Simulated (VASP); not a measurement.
The system is As.

```
As
1.0
     1.90361    1.09905    3.60816
    -1.90361    1.09905    3.60816
     0.00000   -2.19810    3.60816
As
2
Cartesian
  0.0000 0.0000 8.3750
  0.0000 0.0000 2.4495
```

Base run:

* Program: VASP 6.6.1
* Functional: PBE
* Potentials or basis: VASP PAW PBE potentials, release 64 (As)
* Cutoff: 520 eV
* k mesh: 10 × 10 × 10
* Occupations: methfessel-paxton, width 0.01 eV
* Spin: no spin polarisation

Its results: band gap on the k mesh zero (band 5 reaches 5.04 eV, above the bottom of band 6 at 4.64 eV); pressure 0.3 GPa; largest force 0.046 eV/Å.

The run is repeated on the same cell with these changes: occupations from methfessel-paxton, width 0.01 eV to fermi-dirac, width 1 eV. What comes out?

Band gap on the k mesh zero (band 5 reaches 5.01 eV, above the bottom of band 6 at 4.63 eV); pressure 4.8 GPa; largest force 0.617 eV/Å.
